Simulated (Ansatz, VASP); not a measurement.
# Two plane-wave programs on Nb

```xyz
1
Lattice="-1.6720 1.6720 1.6720 1.6720 -1.6720 1.6720 1.6720 1.6720 -1.6720" Properties=species:S:1:pos:R:3 pbc="T T T"
Nb    0.0000    0.0000    0.0000
```

Alike in both runs: task single point; functional PBE; k mesh 18 × 18 × 18; occupations gaussian, width 0.1 eV; no spin polarisation.

|  | VASP | Ansatz |
| --- | --- | --- |
| version | VASP 6.6.1 | Ansatz 0.2.0 |
| potentials or method | VASP PAW PBE potentials, release 64 (Nb_sv), cutoff 520 eV | scalar-relativistic, plane waves, PAW |
| valence electrons in the cell | 13 | 13 |

|  | VASP | Ansatz | Ansatz less VASP |
| --- | --- | --- | --- |
| gap on the k mesh at the Fermi level (eV) | none | none | - |
| pressure (GPa) | -5.0 | -4.7 | +0.30 |

A gap of «none» marks a metal or a gap that the smearing closes.
